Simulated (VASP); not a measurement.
Here is a VASP 6.6.1 calculation.

Contents of INCAR:

```
PREC     = Accurate       # precision mode
ENCUT    = 400            # plane-wave cutoff, eV
EDIFF    = 1E-8           # SCF threshold, eV
ISMEAR   = -1             # smearing method
SIGMA    = 0.05           # smearing width, eV
LREAL    = False          # projectors in reciprocal space
LASPH    = True           # aspherical terms in the spheres
NELM     = 120            # most SCF steps
ALGO     = Normal         # electronic algorithm
ISIF     = 2              # what is computed and relaxed
LWAVE    = False          # write WAVECAR
LCHARG   = False          # write CHGCAR
GGA      = PE             # functional
LEFG     = True         
NBANDS   = 15             # bands
GGA_COMPAT= False
```

KPOINTS

```
Automatic mesh
0
Gamma
  8 8 8
```

Contents of POSCAR:

```
PtSe
1.0
    0.0000000000      2.7984111300      2.7984111300
    2.7984111300      0.0000000000      2.7984111300
    2.7984111300      2.7984111300      0.0000000000
Pt Se
1 1
Direct
    0.5000000000      0.5000000000      0.5000000000
    0.0000000000      0.0000000000      0.0000000000
```

Potentials or basis: VASP PAW PBE potentials, release 64 (Pt, Se).

The run is started by

```sh
$ cat potpaw_PBE.64/Pt/POTCAR potpaw_PBE.64/Se/POTCAR > POTCAR
$ mpirun -np 1 vasp_std > vasp.out
```

Q: What does it give for the pressure?

A: -14.6 GPa.

Q: Predict the band gap on the k mesh.

A: Zero (bands 8 and 9 overlap by 3.46 eV).

Caveat: the cell stands under tension; spin-orbit coupling is left out, which moves the levels of the heavy elements.
